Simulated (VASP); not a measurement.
Runs of VASP 6.6.1 on ZrS. The structure is that of space group Fm-3m (No. 225), or close to it. The cells are those of the table. 

```csv
task,cell,k mesh,cutoff (eV),gap on the mesh (eV),pressure (GPa)
single point,"a = 3.646 Å, angles 60.0°, 2 atoms",11 × 11 × 11,520,none,6.3
single point,"a = 3.720 Å, angles 60.0°, 2 atoms",11 × 11 × 11,520,none,-2.6
relaxation of the atoms,"atoms relaxed from a = 3.620 Å, angles 60.0°, 2 atoms",11 × 11 × 11,520,-,9.9
relaxation of cell and atoms,"relaxed from a = 3.712 Å, angles 60.0°, 2 atoms",10 × 10 × 10,600,-,0.0
single point,"a = 3.620 Å, angles 60.0°, 2 atoms",11 × 11 × 11,520,none,9.9
single point,"a = 3.696 Å, angles 60.0°, 2 atoms",11 × 11 × 11,520,none,0.0
single point,"a = 3.671 Å, angles 60.0°, 2 atoms",11 × 11 × 11,520,none,3.0
single point,"a = 3.744 Å, angles 60.0°, 2 atoms",11 × 11 × 11,520,none,(a)
```

Alike in all rows: level r2SCAN; potentials or basis VASP PAW PBE potentials, release 64 (Zr_sv, S); no spin polarisation; smearing fermi-dirac 0.1 eV.

**Question.** Estimate the missing entries.

**Answer.** (a) -5.0.

Caveats: the PAW data sets were made with another functional, which shifts forces and pressure a little; the cell stands under pressure (at least some runs); the highest band is partly filled, so the run has too few bands (at least some runs); the relaxation stopped at its first step, so nothing moved (at least some runs); the cell stands under tension (at least some runs).

A k mesh can miss the band edges, and the runs leave out spin-orbit coupling on Zr.

A gap of «none» marks levels without a gap at the run's occupations.
